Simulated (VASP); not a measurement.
Crystal: InSb3.

```
CELL_PARAMETERS angstrom
6.81823 0.00000 0.00000
-3.40912 5.90476 0.00000
0.00000 0.00000 5.47268
ATOMIC_POSITIONS crystal
In 0.33333 0.66667 0.25000
In 0.66667 0.33333 0.75000
Sb 0.83300 0.66600 0.25000
Sb 0.16700 0.83300 0.75000
Sb 0.33400 0.16700 0.25000
Sb 0.16700 0.33400 0.75000
Sb 0.83300 0.16700 0.25000
Sb 0.66600 0.83300 0.75000
```

```yaml
Program: VASP 6.6.1
Task: relaxation of cell and atoms
Functional: PBE
Potentials_or_basis: VASP PAW PBE potentials, release 64 (In_d, Sb)
Cutoff: 600 eV
k_mesh: 6 × 6 × 8
Occupations: gaussian, width 0.1 eV
Spin: no spin polarisation
```

At the start: pressure -0.0 GPa; volume 27.54 Å³/atom.

**Question.** How do energy, volume and symmetry change on relaxing?

**Answer.** Over 20 steps the energy falls by 10.7 meV/atom and the volume is 28.54 Å³/atom (+3.6 %); space group P6_3/mmc (No. 194, to 0.1 Å) before and after.

Step by step:
```tsv
step	energy change (eV)	largest force (eV/Å)	pressure (GPa)	volume (Å³)
1	0.0000	0.1230	-0.01	220.33
2	-0.0045	0.1205	0.02	220.26
3	-0.0163	0.1038	0.13	220.03
4	-0.0297	0.0558	0.49	219.58
5	-0.0348	0.0703	1.85	218.64
6	-0.0346	0.0400	0.86	219.27
7	-0.0385	0.0098	1.33	218.96
8	-0.0401	0.0090	1.32	219.09
9	-0.0446	0.0045	1.31	219.51
10	-0.0529	0.0138	1.29	220.35
11	-0.0627	0.0763	1.28	222.02
12	-0.0632	0.1093	1.29	222.67
13	-0.0708	0.0865	1.03	223.72
14	-0.0838	0.0196	0.29	226.90
15	-0.0850	0.0065	0.01	228.19
16	-0.0850	0.0087	-0.01	228.30
17	-0.0850	0.0091	-0.01	228.31
18	-0.0851	0.0101	-0.01	228.33
19	-0.0852	0.0120	-0.01	228.38
20	-0.0852	0.0090	0.01	228.33
```

Final structure:
```cif
data_structure
_symmetry_space_group_name_H-M 'P 1'
_symmetry_Int_Tables_number 1
_cell_length_a 6.8171
_cell_length_b 6.8171
_cell_length_c 5.6735
_cell_angle_alpha 90.000
_cell_angle_beta 90.000
_cell_angle_gamma 120.000
_cell_volume 228.33
loop_
_atom_site_label
_atom_site_type_symbol
_atom_site_fract_x
_atom_site_fract_y
_atom_site_fract_z
_atom_site_occupancy
In1 In 0.33333 0.66667 0.25000 1
In2 In 0.66667 0.33333 0.75000 1
Sb1 Sb 0.84625 0.69250 0.25000 1
Sb2 Sb 0.15375 0.84625 0.75000 1
Sb3 Sb 0.30750 0.15375 0.25000 1
Sb4 Sb 0.15375 0.30750 0.75000 1
Sb5 Sb 0.84625 0.15375 0.25000 1
Sb6 Sb 0.69250 0.84625 0.75000 1
```
